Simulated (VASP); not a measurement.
Runs of VASP 6.6.1 on CdS (Hawleyite). The structure is that of space group F-43m (No. 216), or close to it. The cells are those of the table. 

```csv
cell,gap on the mesh (eV),pressure (GPa)
"a = 4.138, b = 4.138, c = 4.152 Å, angles 59.9, 59.9, 60.2°, 2 atoms",1.11,2.3
"a = 4.125 Å, angles 60.0°, 2 atoms",1.15,(a)
"a = 4.084, b = 4.084, c = 4.042 Å, angles 60.3, 60.3, 59.3°, 2 atoms",1.21,6.2
"a = 4.152, b = 4.152, c = 4.180 Å, angles 59.8, 59.8, 60.4°, 2 atoms",(b),1.5
"a = 4.097, b = 4.097, c = 4.070 Å, angles 60.2, 60.2, 59.6°, 2 atoms",1.19,5.1
"a = 4.111, b = 4.111, c = 4.097 Å, angles 60.1, 60.1, 59.8°, 2 atoms",(c),4.1
"a = 4.166, b = 4.166, c = 4.207 Å, angles 59.7, 59.7, 60.7°, 2 atoms",1.02,0.7
```

Alike in all rows: task single point; level PBE; potentials or basis VASP PAW PBE potentials, release 64 (Cd, S); no spin polarisation; k mesh 6 × 6 × 6; cutoff (eV) 500; smearing fermi-dirac 0.05 eV.

Q: Fill in the values left out.

A: (a) 3.2; (b) 1.06; (c) 1.17.

A k mesh can miss the band edges, and the runs leave out spin-orbit coupling on Cd.
